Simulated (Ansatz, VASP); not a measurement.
## AlFe3B in VASP and in Ansatz

```xyz
5
Lattice="3.1947 0.0000 0.0000 0.0000 3.1947 0.0000 0.0000 0.0000 6.4353" Properties=species:S:1:pos:R:3 pbc="T T T"
Al    1.5974    1.5974    3.3789
Fe    1.5974    1.5974    5.8189
Fe    1.5974    0.0000    1.3651
Fe    0.0000    1.5974    1.3651
B     0.0000    0.0000    6.3078
```

Alike in both runs: functional PBE; k mesh 12 × 12 × 6; occupations gaussian, width 0.1 eV; collinear spin.

Ansatz relaxed the structure, and its values are those at the end. VASP's run is a single point on that final structure, the one shown.

|  | VASP | Ansatz |
| --- | --- | --- |
| version | VASP 6.6.1 | Ansatz 0.2.0 |
| potentials or method | VASP PAW PBE potentials, release 64 (Al, Fe, B), cutoff 520 eV | scalar-relativistic, plane waves, PAW |
| valence electrons in the cell | 30 | 54 |

```csv
,VASP,Ansatz,Ansatz less VASP
gap on the k mesh at the Fermi level (eV),none,none,-
pressure (GPa),-0.1,0.0,+0.11
rms of the force components (eV/Å),0.010,0.001,-0.0095
net moment per atom (μB),1.20,1.20,0.000
size of the moment on the site where the two differ most (μB),1.99,1.94,-0.053
```

Site moments also hang on the region over which each program counts them. A gap of «none» marks a metal or a gap that the smearing closes. VASP's potentials hold 30 valence electrons a cell and Ansatz's 54, so a difference there can come from the potentials and not from the codes.
